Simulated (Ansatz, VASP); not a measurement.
**MoS2: VASP beside Ansatz**

```
S Mo
1.0
     3.14143    0.00000    0.00000
    -1.57072    2.72056    0.00000
     0.00000    0.00000   30.69701
S Mo
6 3
Direct
  0.66667 0.33333 0.24432
  0.66667 0.33333 0.34590
  0.33333 0.66667 0.44921
  0.33333 0.66667 0.55079
  0.66667 0.33333 0.65410
  0.66667 0.33333 0.75568
  0.33333 0.66667 0.29511
  0.66667 0.33333 0.50000
  0.33333 0.66667 0.70489
```

Alike in both runs: task single point; functional PBEsol; k mesh 9 × 9 × 3; occupations gaussian, width 0.05 eV; no spin polarisation.

```csv
,VASP,Ansatz
version,VASP 6.6.1,Ansatz 0.2.0
potentials or method,"VASP PAW PBE potentials, release 64 (S, Mo_sv), cutoff 520 eV","scalar-relativistic, plane waves, PAW"
valence electrons in the cell,78,78
```

Ansatz gave:

* gap on the k mesh at the Fermi level (eV): 1.27
* least direct gap on the mesh (eV): 1.76
* rms of the force components (eV/Å): 0.008

Problem. What did VASP give for the same quantities?

Solution. gap on the k mesh at the Fermi level (eV): 1.28; least direct gap on the mesh (eV): 1.76; rms of the force components (eV/Å): 0.008.

VASP's potentials were made for PBE, not for PBEsol. The functional is the same, so the differences come from potentials, cutoffs and numerics.
